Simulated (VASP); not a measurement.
# GaN (I4/mmm) in VASP: further runs

GaN is run at these levels: PBE; tasks: single point.

All numbers are computed with VASP 6.6.1; they aren't measurements. Logs are shortened: lines on timing, memory, paths and dates and some standing lists are left out, and cuts for length are marked.

## 1. The cell of the first run

Symmetry: I4/mmm, No. 139, tetragonal system. Conventional cell: a = 2.929 Å, b = 2.929 Å, c = 4.270 Å, α = 90.00°, β = 90.00°, γ = 90.00°. Within 2.7 Å of Ga (site symmetry 4/mmm) lie 6 N at 2.07 to 2.14 Å. Within 2.7 Å of N (site symmetry 4/mmm) lie 6 Ga at 2.07 to 2.14 Å.

## 2. Single point, PBE (strain -0.030 along x and y, +0.000 along z)

Contents of INCAR:

```
PREC = Accurate
ENCUT = 520
EDIFF = 1E-6
ISMEAR = 0
SIGMA = 0.05
LREAL = F
LASPH = T
NELM = 100
ALGO = Normal
ISIF = 2
LWAVE = F
LCHARG = T
GGA = PE
LELF = T
LVHAR = T
NBANDS = 16
```

Contents of KPOINTS:

```
regular mesh
0
Gamma
  14 14 14
```

Contents of POSCAR:

```
GaN
1.0
    0.0000000000      2.0711779500      2.1352350000
    2.0711779500      0.0000000000      2.1352350000
    2.0711779500      2.0711779500      0.0000000000
Ga N
1 1
Direct
    0.0000000000      0.0000000000      0.0000000000
    0.5000000000      0.5000000000      0.5000000000
```

Potentials or basis: VASP PAW PBE potentials, release 64 (Ga_d, N).

Started as:

```
$ cat potpaw_PBE.64/Ga_d/POTCAR potpaw_PBE.64/N/POTCAR > POTCAR
$ mpirun -np 1 vasp_std > vasp.out
```

OUTCAR:

```text
PREC = Accurate
   ENCUT = 520
   EDIFF = 1E-6
   ISMEAR = 0
   LREAL = F
   LASPH = T
   NELM = 100
   ISIF = 2
   GGA = PE

 ion  position               nearest neighbor table
   1  0.000  0.000  0.000-   2 2.07   2 2.07   2 2.07   2 2.07   2 2.14   2 2.14
   2  0.500  0.500  0.500-   1 2.07   1 2.07   1 2.07   1 2.07   1 2.14   1 2.14

  LATTYP: Found a body centered tetragonal cell.
 ALAT       =     2.9290879470
 C/A-ratio  =     1.4579521262

  Lattice vectors:

 A1 = (  -2.0711779500,   0.0000000000,   2.1352350000)
 A2 = (   2.0711779500,   0.0000000000,   2.1352350000)
 A3 = (   0.0000000000,   2.0711779500,  -2.1352350000)

Analysis of symmetry for initial positions (statically):
=====================================================================
 Subroutine PRICEL returns:
 Original cell was already a primitive cell.

 Routine SETGRP: Setting up the symmetry group for a
 body centered tetragonal supercell.

 Subroutine GETGRP returns: Found 16 space group operations
 (whereof 16 operations were pure point group operations)
 out of a pool of 16 trial point group operations.

The static configuration has the point symmetry D_4h.

Analysis of symmetry for dynamics (positions and initial velocities):
=====================================================================
 Subroutine PRICEL returns:
 Original cell was already a primitive cell.

 Routine SETGRP: Setting up the symmetry group for a
 body centered tetragonal supercell.

 Subroutine GETGRP returns: Found 16 space group operations
 (whereof 16 operations were pure point group operations)
 out of a pool of 16 trial point group operations.

The dynamic configuration has the point symmetry D_4h.

 Subroutine INISYM returns: Found 16 space group operations
 (whereof 16 operations are pure point group operations),
 and found     1 'primitive' translations

----------------------------------------------------------------------------------------

                                     Primitive cell

  volume of cell :      18.3194

  direct lattice vectors                    reciprocal lattice vectors
     0.000000000  2.071177950  2.135235000    -0.241408518  0.241408518  0.234166263
     2.071177950  0.000000000  2.135235000     0.241408518 -0.241408518  0.234166263
     2.071177950  2.071177950  0.000000000     0.241408518  0.241408518 -0.234166263

  length of vectors
     2.974727989  2.974727989  2.929087947     0.413992734  0.413992734  0.413992734

  position of ions in fractional coordinates (direct lattice)
     0.000000000  0.000000000  0.000000000
     0.500000000  0.500000000  0.500000000

  ion indices of the primitive-cell ions
   primitive index   ion index
                 1           1
                 2           2

----------------------------------------------------------------------------------------

 KPOINTS: regular mesh

Automatic generation of k-mesh.
 Grid dimensions read from file:
 generate k-points for:   14   14   14

 Generating k-lattice:

  Cartesian coordinates                     Fractional coordinates (reciprocal lattice)
    -0.017243466  0.017243466  0.016726162     0.071428571  0.000000000  0.000000000
     0.017243466 -0.017243466  0.016726162     0.000000000  0.071428571  0.000000000
     0.017243466  0.017243466 -0.016726162     0.000000000  0.000000000  0.071428571

  Length of vectors
     0.029570910  0.029570910  0.029570910

  Shift w.r.t. Gamma in fractional coordinates (k-lattice)
     0.000000000  0.000000000  0.000000000

 Subroutine IBZKPT returns following result:
 ===========================================

 Found    244 irreducible k-points:

 Following reciprocal coordinates:
            Coordinates               Weight
  0.000000  0.000000  0.000000      1.000000
  0.071429  0.000000  0.000000      8.000000
  0.142857  0.000000  0.000000      8.000000
  0.214286  0.000000  0.000000      8.000000
  0.285714  0.000000  0.000000      8.000000
  0.357143 -0.000000  0.000000      8.000000
[... 16 lines left out ...]
  0.214286  0.142857  0.000000      8.000000
  0.285714  0.142857  0.000000      8.000000
 [... further k-points ...]
   k-points           NKPTS =    244   k-points in BZ     NKDIM =    244   number of bands    NBANDS=     16
   number of dos      NEDOS =    301   number of ions     NIONS =      2
   total plane-waves  NPLWV =  13824
   dimension x,y,z NGX =    24 NGY =   24 NGZ =   24
   dimension x,y,z NGXF=    48 NGYF=   48 NGZF=   48
   ions per type =               1   1
   NGX,Y,Z   is equivalent  to a cutoff of  13.41, 13.41, 13.62 a.u.
   NGXF,Y,Z  is equivalent  to a cutoff of  26.83, 26.83, 27.24 a.u.
 SYSTEM =  unknown system
   PREC   = accura    normal or accurate (medium, high low for compatibility)
   ISTART =      0    job   : 0-new  1-cont  2-samecut
   ICHARG =      2    charge: 1-file 2-atom 10-const
   ISPIN  =      1    spin polarized calculation?
   LNONCOLLINEAR =      F non collinear calculations
   LSORBIT =      F    spin-orbit coupling
   LASPH  =      T    aspherical Exc in radial PAW
   ENCUT  =  520.0 eV  38.22 Ry    6.18 a.u.   5.53  5.53  5.45*2*pi/ulx,y,z
   NELM   =    100;   NELMIN=  2; NELMDL= -5     # of ELM steps
   EDIFF  = 0.1E-05   stopping-criterion for ELM
   LREAL  =      F    real-space projection
   EDIFFG = 0.1E-04   stopping-criterion for IOM
   NSW    =      0    number of steps for IOM
   IBRION =     -1    ionic relax: 0-MD 1-quasi-New 2-CG
   NFREE  =      0    steps in history (QN), initial steepest desc. (CG)
   ISIF   =      2    stress and relaxation
   ISYM   =      2    0-nonsym 1-usesym 2-fastsym
   POTIM  = 0.5000    time-step for ionic-motion
   TEBEG  =    0.0;   TEEND  =   0.0 temperature during run
   PSTRESS=    0.0 pullay stress
   NELECT =      18.0000    total number of electrons
   NUPDOWN=      -1.0000    fix difference up-down
   EMIN   =  10.00;   EMAX   =-10.00  energy-range for DOS
   EFERMI =   0.00;   METHOD = LEGACY
   ISMEAR =     0;   SIGMA  =   0.05  broadening in eV -4-tet -1-fermi 0-gaus
   EFERMI_NEDOS =   21; number of points for ismear=-14 and -15
   IALGO  =     38    algorithm
   IMIX   =      4    mixing-type and parameters
     AMIX     =   0.40;   BMIX     =  1.00
     AMIX_MAG =   1.60;   BMIX_MAG =  1.00
  volume/ion in A,a.u.               =       9.16        61.81
  Fermi-wavevector in a.u.,A,eV,Ry     =   1.627529  3.075585 36.039817  2.648852
  Thomas-Fermi vector in A             =   2.720309
   LORBIT       =      0    0 simple, 1 ext, 2 COOP (PROOUT), +10 PAW based schemes
   GGA     = PE    functional components
   LHFCALC =     F    Hartree Fock is set to
   AEXX    =    0.0000 exact exchange contribution
   IVDW    =     0    specifies the selected vdW correction
   LEPSILON=     F    determine dielectric tensor
   LRPA    =     F    only Hartree local field effects (RPA)
 non-spin polarized calculation
 Gauss-broadening in eV      SIGMA  =   0.05
  energy-cutoff  :      520.00
  volume of cell :       18.32
 maximum number of plane-waves:       532
 NGX is ok and might be reduce to    24
   NGX = 11   NGY = 11   NGZ = 11

 number of electron      18.0000002 magnetization

 Free energy of the ion-electron system (eV)
  ---------------------------------------------------
  ext. energy  EPLUGINS =         0.00000000
  ---------------------------------------------------
  free energy    TOTEN  =       -11.14456508 eV

  energy without entropy =      -11.14456508  energy(sigma->0) =      -11.14456508

 E-fermi :   8.6349     XC(G=0): -13.2498

 val. band max:        8.3225470065   @ k =  -0.2143   0.1429   0.0000
 cond. band min:       8.9669819021   @ k =   0.5000   0.0000   0.5000
 fundamental gap:      0.6444348956
 Fermi energy:         8.6348813541

 k-point     1 :       0.0000    0.0000    0.0000
  band No.  band energies     occupation
      1      -9.3375      2.00000
      2      -5.7139      2.00000
      3      -5.6951      2.00000
      4      -5.6951      2.00000
      5      -5.6206      2.00000
      6      -5.5770      2.00000
[... 8 lines left out ...]
     15      24.4863      0.00000
     16      24.9846      0.00000

 k-point     2 :       0.0714    0.0000    0.0000
  band No.  band energies     occupation
      1      -9.2346      2.00000
      2      -5.7120      2.00000
      3      -5.6956      2.00000
      4      -5.6886      2.00000
      5      -5.6271      2.00000
      6      -5.5872      2.00000
[... 8 lines left out ...]
     15      24.7466      0.00000
     16      24.7577      0.00000

 k-point     3 :       0.1429    0.0000    0.0000
  band No.  band energies     occupation
      1      -8.9310      2.00000
      2      -5.7202      2.00000
      3      -5.7033      2.00000
      4      -5.6826      2.00000
      5      -5.6254      2.00000
      6      -5.6034      2.00000
[... 8 lines left out ...]
     15      24.9003      0.00000
     16      24.9785      0.00000

 k-point     4 :       0.2143    0.0000    0.0000
  band No.  band energies     occupation
      1      -8.4433      2.00000
      2      -5.7443      2.00000
      3      -5.7361      2.00000
      4      -5.7145      2.00000
      5      -5.5886      2.00000
      6      -5.5855      2.00000
[... 8 lines left out ...]
     15      25.8080      0.00000
     16      25.8363      0.00000

 k-point     5 :       0.2857    0.0000    0.0000
  band No.  band energies     occupation
      1      -7.8065      2.00000
      2      -5.7952      2.00000
      3      -5.7694      2.00000
      4      -5.7602      2.00000
      5      -5.5452      2.00000
      6      -5.5375      2.00000
[... 8 lines left out ...]
     15      27.1102      0.00000
     16      27.1520      0.00000

 k-point     6 :       0.3571   -0.0000    0.0000
  band No.  band energies     occupation
      1      -7.0912      2.00000
      2      -5.8433      2.00000
      3      -5.8219      2.00000
      4      -5.7896      2.00000
      5      -5.5051      2.00000
      6      -5.4893      2.00000
[... 8 lines left out ...]
     15      28.7085      0.00000
     16      28.8030      0.00000

 k-point     7 :       0.4286    0.0000    0.0000
  band No.  band energies     occupation
      1      -6.4346      2.00000
      2      -5.8768      2.00000
      3      -5.8585      2.00000
      4      -5.8418      2.00000
      5      -5.4765      2.00000
      6      -5.4553      2.00000
[... 8 lines left out ...]
     15      30.5266      0.00000
     16      30.6185      0.00000

 k-point     8 :       0.5000   -0.0000    0.0000
  band No.  band energies     occupation
      1      -6.0685      2.00000
      2      -5.9493      2.00000
      3      -5.8884      2.00000
      4      -5.8716      2.00000
      5      -5.4662      2.00000
      6      -5.4432      2.00000
[... 8 lines left out ...]
     15      31.8424      0.00000
     16      31.8785      0.00000

 k-point     9 :       0.0714    0.0714    0.0000
  band No.  band energies     occupation
      1      -9.2117      2.00000
      2      -5.7231      2.00000
      3      -5.6835      2.00000
      4      -5.6835      2.00000
      5      -5.6419      2.00000
      6      -5.5718      2.00000
[... 8 lines left out ...]
     15      26.0268      0.00000
     16      26.0268      0.00000
[... 172 lines left out ...]
 k-point    19 :      -0.2143    0.0714    0.0000
  band No.  band energies     occupation
      1      -8.1442      2.00000
      2      -5.7665      2.00000
      3      -5.7462      2.00000
      4      -5.7437      2.00000
      5      -5.6002      2.00000
      6      -5.5321      2.00000
[... 8 lines left out ...]
     15      25.2692      0.00000
     16      27.6264      0.00000

 k-point    20 :      -0.1429    0.0714    0.0000
  band No.  band energies     occupation
      1      -8.6842      2.00000
      2      -5.7288      2.00000
      3      -5.7193      2.00000
      4      -5.6862      2.00000
      5      -5.6392      2.00000
      6      -5.5854      2.00000
[... 8 lines left out ...]
     15      24.5911      0.00000
     16      26.5227      0.00000

 k-point    21 :      -0.0714    0.0714    0.0000
  band No.  band energies     occupation
      1      -9.0558      2.00000
      2      -5.7112      2.00000
      3      -5.7014      2.00000
      4      -5.6782      2.00000
      5      -5.6227      2.00000
      6      -5.6167      2.00000
[... 8 lines left out ...]
     15      24.3647      0.00000
     16      25.7037      0.00000

 k-point    22 :       0.1429    0.1429    0.0000
  band No.  band energies     occupation
      1      -8.8566      2.00000
      2      -5.7488      2.00000
      3      -5.6773      2.00000
      4      -5.6497      2.00000
      5      -5.6497      2.00000
      6      -5.5573      2.00000
[... 8 lines left out ...]
     15      28.0634      0.00000
     16      28.0634      0.00000

 k-point    23 :       0.2143    0.1429    0.0000
  band No.  band energies     occupation
      1      -8.5483      2.00000
      2      -5.7632      2.00000
      3      -5.6985      2.00000
      4      -5.6374      2.00000
      5      -5.6027      2.00000
      6      -5.5457      2.00000
[... 8 lines left out ...]
     15      28.1877      0.00000
     16      28.7626      0.00000

 k-point    24 :       0.2857    0.1429    0.0000
  band No.  band energies     occupation
      1      -8.0985      2.00000
      2      -5.7774      2.00000
      3      -5.7183      2.00000
      4      -5.6594      2.00000
      5      -5.5177      2.00000
      6      -5.5134      2.00000
[... 8 lines left out ...]
     15      28.1223      0.00000
     16      29.4002      0.00000

 [... further k-points ...]
[... 5 lines left out ...]
  --------------------------------------------------------------------------------------
  -------------------------------------------------------------------------------------
  Total        2.0487530      2.0487530      1.2316820      0.0000000      0.0000000      0.0000000
  in kB      179.1800600    179.1800600    107.7205734      0.0000000      0.0000000      0.0000000
  external PRESSURE =     155.3602311 kB  Pullay stress =       0.0000000 kB

 VOLUME and BASIS-vectors are now :
 -----------------------------------------------------------------------------
  energy-cutoff  :      520.00
  volume of cell :       18.32
      direct lattice vectors                 reciprocal lattice vectors
     0.000000000  2.071177950  2.135235000    -0.241408518  0.241408518  0.234166263
     2.071177950  0.000000000  2.135235000     0.241408518 -0.241408518  0.234166263
     2.071177950  2.071177950  0.000000000     0.241408518  0.241408518 -0.234166263

 POSITION                                       TOTAL-FORCE (eV/Angst)
 -----------------------------------------------------------------------------------
      0.00000      0.00000      0.00000        -0.000000      0.000000      0.000000
      2.07118      2.07118      2.13524         0.000000     -0.000000     -0.000000
 -----------------------------------------------------------------------------------
    total drift:                                0.000000     -0.000000     -0.000000

  FREE ENERGIE OF THE ION-ELECTRON SYSTEM (eV)
  ---------------------------------------------------
  free  energy   TOTEN  =       -11.1445650796 eV

  energy  without entropy=      -11.1445650796  energy(sigma->0) =      -11.14456508
```

Wall time 40 s (1 thread of Intel Xeon Platinum 8488C (Sapphire Rapids), shared host); peak memory 0.19 GiB.

What came out:

```yaml
Free_energy: -11.1446 eV
Pressure: 15.5 GPa
Band_gap_on_the_k_mesh: 0.64 eV, indirect (least direct gap 2.96 eV)
```

Caveat: the cell differs from its parent crystal (strain -0.030 along x and y, +0.000 along z). A k mesh can miss the band edges.

## 3. Single point, PBE (strain -0.015 along x and y, -0.030 along z)

Contents of INCAR:

```
SYSTEM = GaN
PREC = Accurate
ENCUT = 520
EDIFF = 1E-7
ISMEAR = 0
SIGMA = 0.05
LREAL = .FALSE.
LASPH = .TRUE.
NELM = 80
ALGO = Normal
ISIF = 2
LWAVE = .FALSE.
LCHARG = .TRUE.
GGA = PE
LELF = .TRUE.
LVHAR = .TRUE.
NBANDS = 16
```

Contents of KPOINTS:

```
Automatic mesh
0
G
  14 14 14
  0 0 0
```

Contents of POSCAR:

```
GaN
1.0
    0.0000000000      2.1032064750      2.0711779500
    2.1032064750      0.0000000000      2.0711779500
    2.1032064750      2.1032064750      0.0000000000
Ga N
1 1
Direct
    0.0000000000      0.0000000000      0.0000000000
    0.5000000000      0.5000000000      0.5000000000
```

Potentials or basis: VASP PAW PBE potentials, release 64 (Ga_d, N).

Started as:

```
$ cat potpaw_PBE.64/Ga_d/POTCAR potpaw_PBE.64/N/POTCAR > POTCAR
$ mpirun -np 1 vasp_std > vasp.out
```

Run time: 42 s. Hardware: 1 thread of Intel Xeon Platinum 8488C (Sapphire Rapids), shared host; peak memory 0.19 GiB.

The run converged. Its results:

* Free energy: -11.1511 eV
* Pressure: 15.2 GPa
* Band gap on the k mesh: 0.67 eV, indirect (least direct gap 3.08 eV)

Stress tensor (GPa, compression positive):
```
13.96  0.00  0.00
 0.00 13.96  0.00
 0.00  0.00 17.66
```

Levels at points of the mesh, in eV from the valence-band top:
```
           k point  band 5  band 6  band 7  band 8  band 9  band 10  band 11  band 12  band 13  band 14
(0.00, 0.00, 0.00)  -13.90  -13.88   -0.65   -0.51   -0.51     2.57    14.85    14.85    14.97    16.02
(0.50, 0.00, 0.00)  -13.75  -13.74   -8.42   -0.22   -0.14     4.81     9.10     9.43     9.80    16.64
(0.50, 0.50, 0.00)  -13.68  -10.82   -7.34   -3.23   -3.23     0.67     7.73    12.34    14.78    14.78
(0.50, 0.00, 0.50)  -13.68  -10.98   -7.38   -3.24   -3.02     0.83     7.92    12.15    14.70    15.18
```

Caveat: the cell differs from its parent crystal (strain -0.015 along x and y, -0.030 along z).

## 4. Single point, PBE (strain -0.030 along x and y, +0.015 along z)

Contents of INCAR:

```
SYSTEM = GaN
ALGO = Normal ; EDIFF = 1E-6
ENCUT = 520 ; GGA = PE
ISIF = 2 ; ISMEAR = 0
LASPH = .True. ; LCHARG = .False.
LREAL = .False. ; LWAVE = .False.
NBANDS = 16 ; NELM = 80
PREC = Accurate ; SIGMA = 0.05
```

Contents of KPOINTS:

```
k-points
0
Gamma
  14 14 14
  0 0 0
```

Contents of POSCAR:

```
GaN
1.0
    0.0000000000      2.0711779500      2.1672635250
    2.0711779500      0.0000000000      2.1672635250
    2.0711779500      2.0711779500      0.0000000000
Ga N
1 1
Direct
    0.0000000000      0.0000000000      0.0000000000
    0.5000000000      0.5000000000      0.5000000000
```

Started as:

```
$ cat potpaw_PBE.64/Ga_d/POTCAR potpaw_PBE.64/N/POTCAR > POTCAR
$ mpirun -np 1 vasp_std > vasp.out
```

It took 42 s on 1 thread of Intel Xeon Platinum 8488C (Sapphire Rapids), shared host; peak memory 0.19 GiB.

Results (log left out):

```
Free energy            : -11.1586 eV
Pressure               : 12.0 GPa
Band gap on the k mesh : 0.50 eV, indirect (least direct gap 2.71 eV)
```

Stress tensor (GPa, compression positive):
```
15.18  0.00  0.00
 0.00 15.18  0.00
 0.00  0.00  5.55
```

Levels at points of the mesh, in eV from the valence-band top:
```tsv
k point	band 6	band 7	band 8	band 9	band 10	band 11	band 12	band 13
(0.00, 0.00, 0.00)	-13.91	-0.73	-0.73	-0.34	2.37	14.53	14.77	14.90
(0.50, 0.00, 0.00)	-13.79	-8.39	-0.36	-0.11	4.64	8.78	9.57	9.60
(0.50, 0.50, 0.00)	-11.32	-7.37	-2.98	-2.98	0.98	8.15	11.63	14.97
(0.50, 0.00, 0.50)	-10.85	-7.27	-3.57	-2.93	0.50	7.63	12.20	13.80
```

Caveat: the cell differs from its parent crystal (strain -0.030 along x and y, +0.015 along z). A k mesh can miss the band edges.

## 5. Summary

| cell | gap on the mesh (eV) | pressure (GPa) |
| --- | --- | --- |
| a = 2.975, b = 2.975, c = 2.929 Å, angles 60.5, 60.5, 59.0°, 2 atoms | 0.64 | 15.5 |
| a = 2.952, b = 2.952, c = 2.974 Å, angles 59.7, 59.7, 60.5°, 2 atoms | 0.67 | 15.2 |
| a = 2.998, b = 2.998, c = 2.929 Å, angles 60.8, 60.8, 58.5°, 2 atoms | 0.50 | 12.0 |

Alike in all rows: task single point; level PBE; potentials or basis VASP PAW PBE potentials, release 64 (Ga_d, N); no spin polarisation; k mesh 14 × 14 × 14; cutoff (eV) 520; smearing gaussian 0.05 eV.

Absolute energies hang on the potentials; compare differences alone.
